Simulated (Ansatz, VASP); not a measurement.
**One calculation of HfPb3, two programs**

The input INCAR:

```
SYSTEM = HfPb3
ALGO = Fast ; EDIFF = 1E-6
ENCUT = 520 ; GGA = PS
ISIF = 2 ; ISMEAR = 0
LASPH = .True. ; LCHARG = .True.
LELF = .True. ; LREAL = .False.
LVHAR = .True. ; LWAVE = .False.
NBANDS = 34 ; NELM = 100
PREC = Accurate ; SIGMA = 0.05
```

The input KPOINTS:

```
k-points
0
Gamma
  8 8 8
  0 0 0
```

File POSCAR:

```
HfPb3
1.0
    4.7661692636      0.0000000000      0.0000000000
    0.0000000000      4.7661692636      0.0000000000
    0.0000000000      0.0000000000      4.7661692636
Hf Pb
1 3
Direct
    0.0000000000      0.0000000000      0.0000000000
    0.0000000000      0.5000000000      0.5000000000
    0.5000000000      0.5000000000      0.0000000000
    0.5000000000      0.0000000000      0.5000000000
```

Input for Ansatz:

```yaml
crystal:
  lattice:
    - [4.7661692636, 0.0, 0.0]
    - [0.0, 4.7661692636, 0.0]
    - [0.0, 0.0, 4.7661692636]
  atoms:
    - { symbol: Hf, position: [0.0, 0.0, 0.0] }
    - { symbol: Pb, position: [0.0, 0.5, 0.5] }
    - { symbol: Pb, position: [0.5, 0.5, 0.0] }
    - { symbol: Pb, position: [0.5, 0.0, 0.5] }
basis:
  ecutwfc: 420
  ecutrho_ratio: 4
kpoints:
  mp_grid: { grid: [8, 8, 8] }
hamiltonian:
  xc: pbesol
scf:
  occupations: { method: gaussian, width: 0.05 }
output:
  forces: true
  stress: true
  eigenvalues: true
```

Alike in both runs: task single point; functional PBEsol; k mesh 8 × 8 × 8; occupations gaussian, width 0.05 eV; no spin polarisation.

|  | VASP | Ansatz |
| --- | --- | --- |
| version | VASP 6.6.1 | Ansatz 0.2.0 |
| potentials or method | VASP PAW PBE potentials, release 64 (Hf_pv, Pb_d), cutoff 520 eV | scalar-relativistic, plane waves, PAW |
| valence electrons in the cell | 52 | 68 |

```tsv
	VASP	Ansatz	Ansatz less VASP
gap on the k mesh at the Fermi level (eV)	none	none	-
pressure (GPa)	-2.4	-2.4	+0.09
```

VASP's potentials were made for PBE, not for PBEsol. A gap of «none» marks a metal or a gap that the smearing closes. VASP's potentials hold 52 valence electrons a cell and Ansatz's 68, so a difference there can come from the potentials and not from the codes.

Spin-orbit coupling is off throughout.
